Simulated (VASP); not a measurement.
# W2AuN3 (Immm) in VASP: single point with PBE

Aim: the single point of W2AuN3 with PBE.

Everything below comes from runs of VASP 6.6.1. Logs are shortened: lines on timing, memory, paths and dates and some standing lists are left out, and cuts for length are marked.

### 1 The cell of the first run

It takes space group Immm (No. 71, orthorhombic). The conventional cell has a = 4.166 Å, b = 5.165 Å, c = 7.978 Å, α = 90.00°, β = 90.00°, γ = 90.00°. Within 2.7 Å of W (site symmetry mm2) lie 2 N at 1.94 Å and 1 W at 2.61 Å and 1 Au at 2.68 Å. Au (site symmetry mmm) has 6 N at 2.08 to 2.66 Å and 2 W at 2.68 Å within 2.8 Å. N (site symmetry mmm) has 2 Au at 2.08 Å and 4 W at 2.89 Å and 4 N at 2.95 Å within 3.0 Å. Within 1.7 Å of N (site symmetry 2mm) lie 1 N at 1.30 Å.

The cell was built from a structure type or drawn by symmetry, and may not be a known phase.

### 2 Single point, PBE

The input, INCAR:

```
SYSTEM = W2AuN3
ALGO     = Normal         ! electronic algorithm
EDIFF    = 1E-6           ! SCF threshold, eV
ENCUT    = 600            ! plane-wave cutoff, eV
GGA      = PE             ! functional
GGA_COMPAT= .False.      
ISIF     = 2              ! what is computed and relaxed
ISMEAR   = 0              ! smearing method
LASPH    = .True.         ! aspherical terms in the spheres
LCHARG   = .True.         ! write CHGCAR
LELF     = .True.         ! ELF
LREAL    = .False.        ! projectors in reciprocal space
LVHAR    = .True.       
LWAVE    = .False.        ! write WAVECAR
NBANDS   = 36             ! bands
NELM     = 120            ! most SCF steps
PREC     = Accurate       ! precision mode
SIGMA    = 0.15           ! smearing width, eV
```

The input, KPOINTS:

```
k-points
0
Gamma
  3 3 3
  0 0 0
```

The input, POSCAR:

```
W2AuN3
1.0
   -2.0832118800      3.9888563366      2.5823574109
    2.0832118800     -3.9888563366      2.5823574109
    2.0832118800      3.9888563366     -2.5823574109
W Au N
2 1 3
Direct
    0.3363252769      0.5000000000      0.8363252769
    0.6636747231      0.5000000000      0.1636747231
    0.0000000000      0.5000000000      0.5000000000
    0.0000000000      0.0000000000      0.0000000000
    0.5000000000      0.1559807595      0.6559807595
    0.5000000000      0.8440192405      0.3440192405
```

Potentials or basis: VASP PAW PBE potentials, release 64 (W_sv, Au, N).

Command:

```console
> cat potpaw_PBE.64/W_sv/POTCAR potpaw_PBE.64/Au/POTCAR potpaw_PBE.64/N/POTCAR > POTCAR
> mpirun -np 1 vasp_std > vasp.out
```

OUTCAR:

```text
SYSTEM = W2AuN3
   EDIFF = 1E-6
   ENCUT = 600
   GGA = PE
   ISIF = 2
   ISMEAR = 0
   LASPH = .True.
   LREAL = .False.
   NELM = 120
   PREC = Accurate

 ion  position               nearest neighbor table
   1  0.336  0.500  0.836-   6 1.94   5 1.94   2 2.61   3 2.68
   2  0.664  0.500  0.164-   6 1.94   5 1.94   1 2.61   3 2.68
   3  0.000  0.500  0.500-   4 2.08   4 2.08   6 2.66   5 2.66   5 2.66   6 2.66   2 2.68   1 2.68

   4  0.000  0.000  0.000-   3 2.08   3 2.08
   5  0.500  0.156  0.656-   6 1.30   1 1.94   2 1.94   3 2.66   3 2.66
   6  0.500  0.844  0.344-   5 1.30   2 1.94   1 1.94   3 2.66   3 2.66

  LATTYP: Found a body centered orthorhombic cell.
 ALAT       =     4.1664237600
 B/A-ratio  =     1.2396038232
 C/A-ratio  =     1.9147626676

  Lattice vectors:

 A1 = (  -2.0832118800,   3.9888563366,  -2.5823574109)
 A2 = (   2.0832118800,   3.9888563366,   2.5823574109)
 A3 = (   2.0832118800,  -3.9888563366,  -2.5823574109)

Analysis of symmetry for initial positions (statically):
=====================================================================
 Subroutine PRICEL returns:
 Original cell was already a primitive cell.

 Routine SETGRP: Setting up the symmetry group for a
 body centered orthorhombic supercell.

 Subroutine GETGRP returns: Found  8 space group operations
 (whereof  8 operations were pure point group operations)
 out of a pool of  8 trial point group operations.

The static configuration has the point symmetry D_2h.

Analysis of symmetry for dynamics (positions and initial velocities):
=====================================================================
 Subroutine PRICEL returns:
 Original cell was already a primitive cell.

 Routine SETGRP: Setting up the symmetry group for a
 body centered orthorhombic supercell.

 Subroutine GETGRP returns: Found  8 space group operations
 (whereof  8 operations were pure point group operations)
 out of a pool of  8 trial point group operations.

The dynamic configuration has the point symmetry D_2h.

 Subroutine INISYM returns: Found  8 space group operations
 (whereof  8 operations are pure point group operations),
 and found     1 'primitive' translations

----------------------------------------------------------------------------------------

                                     Primitive cell

  volume of cell :      85.8338

  direct lattice vectors                    reciprocal lattice vectors
    -2.083211880  3.988856337  2.582357411     0.000000000  0.125349212  0.193621533
     2.083211880 -3.988856337  2.582357411     0.240013992  0.000000000  0.193621533
     2.083211880  3.988856337 -2.582357411     0.240013992  0.125349212  0.000000000

  length of vectors
     5.188382832  5.188382832  5.188382832     0.230654987  0.308376417  0.270775075

  position of ions in fractional coordinates (direct lattice)
     0.336325277  0.500000000  0.836325277
     0.663674723  0.500000000  0.163674723
     0.000000000  0.500000000  0.500000000
     0.000000000  0.000000000  0.000000000
     0.500000000  0.155980759  0.655980759
     0.500000000  0.844019241  0.344019241

  ion indices of the primitive-cell ions
   primitive index   ion index
                 1           1
                 2           2
                 3           3
                 4           4
                 5           5
                 6           6

----------------------------------------------------------------------------------------

 KPOINTS: k-points

Automatic generation of k-mesh.
 Grid dimensions read from file:
 generate k-points for:    3    3    3

 Generating k-lattice:

  Cartesian coordinates                     Fractional coordinates (reciprocal lattice)
     0.000000000  0.041783071  0.064540511     0.333333333 -0.000000000  0.000000000
     0.080004664  0.000000000  0.064540511     0.000000000  0.333333333  0.000000000
     0.080004664  0.041783071  0.000000000     0.000000000 -0.000000000  0.333333333

  Length of vectors
     0.076884996  0.102792139  0.090258358

  Shift w.r.t. Gamma in fractional coordinates (k-lattice)
     0.000000000  0.000000000  0.000000000

 Subroutine IBZKPT returns following result:
 ===========================================

 Found      8 irreducible k-points:

 Following reciprocal coordinates:
            Coordinates               Weight
  0.000000  0.000000  0.000000      1.000000
  0.333333 -0.000000  0.000000      4.000000
  0.000000  0.333333  0.000000      4.000000
  0.333333  0.333333  0.000000      8.000000
 -0.333333  0.333333 -0.000000      4.000000
 -0.333333  0.333333  0.333333      2.000000
  0.333333 -0.333333  0.333333      2.000000
 -0.333333 -0.333333  0.333333      2.000000
   k-points           NKPTS =      8   k-points in BZ     NKDIM =      8   number of bands    NBANDS=     36
   number of dos      NEDOS =    301   number of ions     NIONS =      6
   total plane-waves  NPLWV =  74088
   dimension x,y,z NGX =    42 NGY =   42 NGZ =   42
   dimension x,y,z NGXF=    84 NGYF=   84 NGZF=   84
   ions per type =               2   1   3
   NGX,Y,Z   is equivalent  to a cutoff of  13.46, 13.46, 13.46 a.u.
   NGXF,Y,Z  is equivalent  to a cutoff of  26.92, 26.92, 26.92 a.u.
 SYSTEM =  W2AuN3
   PREC   = accura    normal or accurate (medium, high low for compatibility)
   ISTART =      0    job   : 0-new  1-cont  2-samecut
   ICHARG =      2    charge: 1-file 2-atom 10-const
   ISPIN  =      1    spin polarized calculation?
   LNONCOLLINEAR =      F non collinear calculations
   LSORBIT =      F    spin-orbit coupling
   LASPH  =      T    aspherical Exc in radial PAW
   ENCUT  =  600.0 eV  44.10 Ry    6.64 a.u.  10.36 10.36 10.36*2*pi/ulx,y,z
   NELM   =    120;   NELMIN=  2; NELMDL= -5     # of ELM steps
   EDIFF  = 0.1E-05   stopping-criterion for ELM
   LREAL  =      F    real-space projection
   EDIFFG = 0.1E-04   stopping-criterion for IOM
   NSW    =      0    number of steps for IOM
   IBRION =     -1    ionic relax: 0-MD 1-quasi-New 2-CG
   NFREE  =      0    steps in history (QN), initial steepest desc. (CG)
   ISIF   =      2    stress and relaxation
   ISYM   =      2    0-nonsym 1-usesym 2-fastsym
   POTIM  = 0.5000    time-step for ionic-motion
   TEBEG  =    0.0;   TEEND  =   0.0 temperature during run
   PSTRESS=    0.0 pullay stress
   NELECT =      54.0000    total number of electrons
   NUPDOWN=      -1.0000    fix difference up-down
   EMIN   =  10.00;   EMAX   =-10.00  energy-range for DOS
   EFERMI =   0.00;   METHOD = LEGACY
   ISMEAR =     0;   SIGMA  =   0.15  broadening in eV -4-tet -1-fermi 0-gaus
   EFERMI_NEDOS =   21; number of points for ismear=-14 and -15
   IALGO  =     38    algorithm
   IMIX   =      4    mixing-type and parameters
     AMIX     =   0.40;   BMIX     =  1.00
     AMIX_MAG =   1.60;   BMIX_MAG =  1.00
  volume/ion in A,a.u.               =      14.31        96.54
  Fermi-wavevector in a.u.,A,eV,Ry     =   1.402771  2.650852 26.773077  1.967766
  Thomas-Fermi vector in A             =   2.525499
   LORBIT       =      0    0 simple, 1 ext, 2 COOP (PROOUT), +10 PAW based schemes
   GGA     = PE    functional components
   LHFCALC =     F    Hartree Fock is set to
   AEXX    =    0.0000 exact exchange contribution
   IVDW    =     0    specifies the selected vdW correction
   LEPSILON=     F    determine dielectric tensor
   LRPA    =     F    only Hartree local field effects (RPA)
 non-spin polarized calculation
 Gauss-broadening in eV      SIGMA  =   0.15
  energy-cutoff  :      600.00
  volume of cell :       85.83
 maximum number of plane-waves:      2875
 NGX is ok and might be reduce to    42
   NGX = 21   NGY = 21   NGZ = 21

 number of electron      54.0000000 magnetization

 Free energy of the ion-electron system (eV)
  ---------------------------------------------------
  ext. energy  EPLUGINS =         0.00000000
  ---------------------------------------------------
  free energy    TOTEN  =       -45.45933284 eV

  energy without entropy =      -45.42707972  energy(sigma->0) =      -45.44320628

 E-fermi :   7.2614     XC(G=0): -11.7029

 val. band max:        7.1485454177   @ k =  -0.3333  -0.3333   0.3333
 cond. band min:       7.3453637632   @ k =   0.3333  -0.0000   0.0000
 fundamental gap:      0.1968183455
 Fermi energy:         7.2613828195

 k-point     1 :       0.0000    0.0000    0.0000
  band No.  band energies     occupation
      1     -67.5206      2.00000
      2     -67.4605      2.00000
      3     -32.3223      2.00000
      4     -31.6967      2.00000
      5     -31.6865      2.00000
      6     -31.6609      2.00000
[... 28 lines left out ...]
     35      10.2818      0.00000
     36      12.1288      0.00000

 k-point     2 :       0.3333   -0.0000    0.0000
  band No.  band energies     occupation
      1     -67.5196      2.00000
      2     -67.4614      2.00000
      3     -32.3175      2.00000
      4     -31.7159      2.00000
      5     -31.6966      2.00000
      6     -31.6430      2.00000
[... 28 lines left out ...]
     35      10.6987      0.00000
     36      11.3403      0.00000

 k-point     3 :       0.0000    0.3333    0.0000
  band No.  band energies     occupation
      1     -67.5196      2.00000
      2     -67.4613      2.00000
      3     -32.3179      2.00000
      4     -31.7274      2.00000
      5     -31.6954      2.00000
      6     -31.6473      2.00000
[... 28 lines left out ...]
     35      12.2092      0.00000
     36      12.5677      0.00000

 k-point     4 :       0.3333    0.3333    0.0000
  band No.  band energies     occupation
      1     -67.5191      2.00000
      2     -67.4618      2.00000
      3     -32.3139      2.00000
      4     -31.7291      2.00000
      5     -31.7110      2.00000
      6     -31.6341      2.00000
[... 28 lines left out ...]
     35      11.4209      0.00000
     36      12.4590      0.00000

 k-point     5 :      -0.3333    0.3333   -0.0000
  band No.  band energies     occupation
      1     -67.5196      2.00000
      2     -67.4614      2.00000
      3     -32.3148      2.00000
      4     -31.7142      2.00000
      5     -31.7105      2.00000
      6     -31.6424      2.00000
[... 28 lines left out ...]
     35      11.8374      0.00000
     36      13.1107      0.00000

 k-point     6 :      -0.3333    0.3333    0.3333
  band No.  band energies     occupation
      1     -67.5188      2.00000
      2     -67.4621      2.00000
      3     -32.3164      2.00000
      4     -31.7295      2.00000
      5     -31.7193      2.00000
      6     -31.6270      2.00000
[... 28 lines left out ...]
     35      12.1460      0.00000
     36      12.1951      0.00000

 k-point     7 :       0.3333   -0.3333    0.3333
  band No.  band energies     occupation
      1     -67.5188      2.00000
      2     -67.4623      2.00000
      3     -32.3156      2.00000
      4     -31.7336      2.00000
      5     -31.7069      2.00000
      6     -31.6238      2.00000
[... 28 lines left out ...]
     35      11.1261      0.00000
     36      11.5904      0.00000

 k-point     8 :      -0.3333   -0.3333    0.3333
  band No.  band energies     occupation
      1     -67.5189      2.00000
      2     -67.4622      2.00000
      3     -32.3190      2.00000
      4     -31.7303      2.00000
      5     -31.7061      2.00000
      6     -31.6292      2.00000
[... 28 lines left out ...]
     35      11.1050      0.00000
     36      11.8126      0.00000

------------------------ aborting loop because EDIFF is reached ----------------------------------------

  FORCE on cell =-STRESS in cart. coord.  units (eV):
  Direction    XX          YY          ZZ          XY          YZ          ZX
  --------------------------------------------------------------------------------------
  -------------------------------------------------------------------------------------
  Total        0.3628981      0.5171844     -0.0557341      0.0000000      0.0000000      0.0000000
  in kB        6.7738729      9.6537889     -1.0403361      0.0000000      0.0000000      0.0000000
  external PRESSURE =       5.1291085 kB  Pullay stress =       0.0000000 kB

 VOLUME and BASIS-vectors are now :
 -----------------------------------------------------------------------------
  energy-cutoff  :      600.00
  volume of cell :       85.83
      direct lattice vectors                 reciprocal lattice vectors
    -2.083211880  3.988856337  2.582357411     0.000000000  0.125349212  0.193621533
     2.083211880 -3.988856337  2.582357411     0.240013992  0.000000000  0.193621533
     2.083211880  3.988856337 -2.582357411     0.240013992  0.125349212  0.000000000

 POSITION                                       TOTAL-FORCE (eV/Angst)
 -----------------------------------------------------------------------------------
      2.08321      2.68311      0.00000        -0.000000     -0.153655      0.000000
     -0.00000      1.30575      2.58236        -0.000000      0.153655     -0.000000
      2.08321      0.00000      0.00000        -0.000000      0.000000      0.000000
      0.00000      0.00000      0.00000        -0.000000     -0.000000     -0.000000
      0.64988      3.98886      0.00000        -0.072933     -0.000000     -0.000000
      1.43333      0.00000      2.58236         0.072933      0.000000     -0.000000
 -----------------------------------------------------------------------------------
    total drift:                                0.000000     -0.000000     -0.000000

  FREE ENERGIE OF THE ION-ELECTRON SYSTEM (eV)
  ---------------------------------------------------
  free  energy   TOTEN  =       -45.4593328379 eV

  energy  without entropy=      -45.4270797214  energy(sigma->0) =      -45.44320628
```

It took 1.7 min on 1 thread of Intel Xeon 8259CL, shared host; peak memory 0.26 GiB.

What came out:

```
Free energy            : -45.4593 eV
Pressure               : 0.5 GPa
Largest force          : 0.154 eV/Å
Band gap on the k mesh : zero (bands 27 and 28 overlap by 0.76 eV)
```

Forces in eV/Å, atoms in the order of the input:
```
W    0.000 -0.154  0.000
W    0.000  0.154  0.000
Au   0.000  0.000  0.000
N    0.000  0.000  0.000
N   -0.073  0.000  0.000
N    0.073  0.000  0.000
```

Stress tensor (GPa, compression positive):
```
 0.68  0.00  0.00
 0.00  0.97  0.00
 0.00  0.00 -0.10
```

Caveat: the k points lie up to 0.57 Å⁻¹ apart, too coarse for converged energies and pressures of a metal; spin-orbit coupling is left out, which moves the levels of the heavy elements.
